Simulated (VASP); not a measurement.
# BaTiO3 (P4mm) in VASP: a series of runs, part 2 of 2

VASP 6.6.1.

### Step 4. Single point, PBE+U (atoms displaced along a vibrational mode)

The input, INCAR:

```
PREC = Accurate
ENCUT = 520
EDIFF = 1E-7
ISMEAR = 0
SIGMA = 0.05
LREAL = False
LASPH = True
NELM = 150
ALGO = Normal
ISIF = 2
LWAVE = False
LCHARG = False
LMAXMIX = 4
LDAU = True
LDAUTYPE = 2
LDAUL = -1 2 -1
LDAUU = 0 4 0
LDAUJ = 0 0 0
LDAUPRINT = 1
GGA = PE
NBANDS = 28
```

The input, KPOINTS:

```
regular mesh
0
Gamma
  8 8 8
```

The input, POSCAR:

```
BaTiO3
1.0
    4.0288515454      0.0000000000      0.0000000000
    0.0000000000      4.0288515454      0.0000000000
    0.0000000000      0.0000000000      4.0288515454
Ba Ti O
1 1 3
Direct
    0.5001142594      0.5000000000      0.5000000000
    0.0042288083      0.0000000000      0.0000000000
    0.4931245915      0.0000000000      0.0000000000
   -0.0033786990      0.5000000000      0.0000000000
   -0.0033786990      0.0000000000      0.5000000000
```

Potentials or basis: VASP PAW PBE potentials, release 64 (Ba_sv, Ti_sv, O).

Started as:

```console
cat potpaw_PBE.64/Ba_sv/POTCAR potpaw_PBE.64/Ti_sv/POTCAR potpaw_PBE.64/O/POTCAR > POTCAR
mpirun -np 1 vasp_std > vasp.out
```

OUTCAR:

```text
PREC = Accurate
   ENCUT = 520
   EDIFF = 1E-7
   ISMEAR = 0
   LREAL = False
   LASPH = True
   NELM = 150
   ISIF = 2
   GGA = PE

 ion  position               nearest neighbor table
   1  0.500  0.500  0.500-   4 2.84   5 2.84   4 2.84   5 2.84   3 2.85   3 2.85   3 2.85   3 2.85
                             4 2.86   5 2.86   4 2.86   5 2.86   2 3.48   2 3.48   2 3.48   2 3.48
   2  0.004  0.000  0.000-   3 1.97   4 2.01   5 2.01   5 2.01   4 2.01   3 2.06   1 3.48   1 3.48
                             1 3.48   1 3.48   1 3.50   1 3.50   1 3.50   1 3.50
   3  0.493  0.000  0.000-   2 1.97   2 2.06   1 2.85   1 2.85   1 2.85   1 2.85
   4  0.997  0.500  0.000-   2 2.01   2 2.01   1 2.84   1 2.84   1 2.86   1 2.86
   5  0.997  0.000  0.500-   2 2.01   2 2.01   1 2.84   1 2.84   1 2.86   1 2.86

  LATTYP: Found a simple cubic cell.
 ALAT       =     4.0288515454

  Lattice vectors:

 A1 = (   4.0288515454,   0.0000000000,   0.0000000000)
 A2 = (   0.0000000000,   4.0288515454,   0.0000000000)
 A3 = (   0.0000000000,   0.0000000000,   4.0288515454)

Analysis of symmetry for initial positions (statically):
=====================================================================
 Subroutine PRICEL returns:
 Original cell was already a primitive cell.
[... 211 lines left out ...]

  energy without entropy =      -37.33265792  energy(sigma->0) =      -37.33265792

 E-fermi :   4.1029     XC(G=0): -11.1637

 val. band max:        3.8266047344   @ k =   0.5000   0.5000   0.5000
 cond. band min:       6.0013750608   @ k =   0.0000   0.0000   0.0000
 fundamental gap:      2.1747703263
 Fermi energy:         4.1028799789

 k-point     1 :       0.0000    0.0000    0.0000
  band No.  band energies     occupation
      1     -53.9947      2.00000
      2     -30.1495      2.00000
      3     -30.1457      2.00000
      4     -30.1457      2.00000
      5     -21.0454      2.00000
      6     -13.0857      2.00000
[... 733 lines left out ...]
     27      11.9406      0.00000
     28      12.2926      0.00000

 [... further k-points ...]
[... 5 lines left out ...]
  --------------------------------------------------------------------------------------
  -------------------------------------------------------------------------------------
  Total        1.5449832      1.4232388      1.4232388      0.0000000     -0.0000000      0.0000000
  in kB       37.8521504     34.8694064     34.8694064      0.0000000     -0.0000000      0.0000000
  external PRESSURE =      35.8636544 kB  Pullay stress =       0.0000000 kB

 VOLUME and BASIS-vectors are now :
 -----------------------------------------------------------------------------
  energy-cutoff  :      520.00
  volume of cell :       65.39
      direct lattice vectors                 reciprocal lattice vectors
     4.028851545  0.000000000  0.000000000     0.248209692  0.000000000  0.000000000
     0.000000000  4.028851545  0.000000000     0.000000000  0.248209692  0.000000000
     0.000000000  0.000000000  4.028851545     0.000000000  0.000000000  0.248209692

 POSITION                                       TOTAL-FORCE (eV/Angst)
 -----------------------------------------------------------------------------------
      2.01489      2.01443      2.01443         0.001777      0.000000     -0.000000
      0.01704      0.00000      0.00000        -0.072097      0.000000     -0.000000
      1.98673      0.00000      0.00000         0.109838      0.000000      0.000000
      4.01524      2.01443      0.00000        -0.019759     -0.000000      0.000000
      4.01524      0.00000      2.01443        -0.019759     -0.000000      0.000000
 -----------------------------------------------------------------------------------
    total drift:                               -0.000283      0.000000     -0.000000

  FREE ENERGIE OF THE ION-ELECTRON SYSTEM (eV)
  ---------------------------------------------------
  free  energy   TOTEN  =       -37.3326579186 eV

  energy  without entropy=      -37.3326579186  energy(sigma->0) =      -37.33265792
```

OSZICAR:

```text
N       E                     dE             d eps       ncg     rms          rms(c)
DAV:   1     0.430569339132E+03    0.43057E+03   -0.20302E+04  4200   0.151E+03
DAV:   2    -0.802605541739E+01   -0.43860E+03   -0.41918E+03  4904   0.416E+02
DAV:   3    -0.475201008959E+02   -0.39494E+02   -0.39126E+02  4996   0.132E+02
DAV:   4    -0.493935999923E+02   -0.18735E+01   -0.18694E+01  6608   0.254E+01
DAV:   5    -0.494281595801E+02   -0.34560E-01   -0.34547E-01  5484   0.331E+00    0.228E+01
DAV:   6    -0.372315784218E+02    0.12197E+02   -0.57560E+01  6084   0.662E+01    0.878E+00
DAV:   7    -0.373772940030E+02   -0.14572E+00   -0.68288E+00  5420   0.153E+01    0.533E+00
DAV:   8    -0.373764839766E+02    0.81003E-03   -0.14377E+00  5072   0.102E+01    0.233E+00
DAV:   9    -0.373353256717E+02    0.41158E-01   -0.22182E-01  5016   0.448E+00    0.995E-01
DAV:  10    -0.373494296422E+02   -0.14104E-01   -0.11780E-01  4920   0.218E+00    0.108E+00
DAV:  11    -0.373329083297E+02    0.16521E-01   -0.69355E-02  5392   0.239E+00    0.185E-01
DAV:  12    -0.373326340041E+02    0.27433E-03   -0.35945E-03  5060   0.594E-01    0.601E-02
DAV:  13    -0.373326579669E+02   -0.23963E-04   -0.33591E-04  5560   0.134E-01    0.252E-02
DAV:  14    -0.373326589123E+02   -0.94542E-06   -0.37520E-05  5672   0.513E-02    0.105E-02
DAV:  15    -0.373326583756E+02    0.53668E-06   -0.59285E-06  5264   0.143E-02    0.517E-03
DAV:  16    -0.373326580949E+02    0.28066E-06   -0.52069E-07  5340   0.466E-03    0.322E-03
DAV:  17    -0.373326579452E+02    0.14974E-06   -0.42192E-07  4180   0.608E-03    0.118E-03
DAV:  18    -0.373326579186E+02    0.26645E-07   -0.65121E-08  2736   0.198E-03
   1 F= -.37332658E+02 E0= -.37332658E+02  d E =-.395920E-17
```

Run time: 2 min. Hardware: 1 thread of AMD EPYC 7R13 (Zen 3), shared host; peak memory 0.24 GiB.

What came out:

```
Free energy            : -37.3327 eV
Pressure               : 3.6 GPa
Largest force          : 0.110 eV/Å
Band gap on the k mesh : 2.17 eV (least direct gap 2.40 eV)
```

Forces in eV/Å, atoms in the order of the input:
```
Ba   0.002  0.000  0.000
Ti  -0.072  0.000  0.000
O    0.110  0.000  0.000
O   -0.020  0.000  0.000
O   -0.020  0.000  0.000
```

Eigenvalues of the final occupation matrices:
```
    site  spin  trace               eigenvalues
site 2 d     1   0.78  0.10 0.10 0.10 0.23 0.23
site 2 d     2   0.78  0.10 0.10 0.10 0.23 0.23
```

Caveat: the cell differs from its parent crystal (atoms displaced along a vibrational mode); the cell stands under pressure; spin-orbit coupling is left out, which moves the levels of the heavy elements.

### Step 5. The runs side by side

```tsv
cell	gap on the mesh (eV)	pressure (GPa)	largest force (eV/Å)
as given, atomic positions A	2.25	5.6	0.98
as given, atomic positions B	2.22	4.7	0.55
as given, atomic positions C	2.17	3.6	0.11
```

Alike in all rows: task single point; level PBE+U; potentials or basis VASP PAW PBE potentials, release 64 (Ba_sv, Ti_sv, O); no spin polarisation; Ti d U = 4.0 eV; k mesh 8 × 8 × 8; cutoff (eV) 520; smearing gaussian 0.05 eV.

Caveats: spin-orbit coupling is left out, which moves the levels of the heavy elements; the cell stands under pressure (at least some runs); the stress differs along the axes, from 4 to 9 GPa (at least some runs).

Total energies depend on the potentials used, so only differences within one code and one set of settings carry meaning.
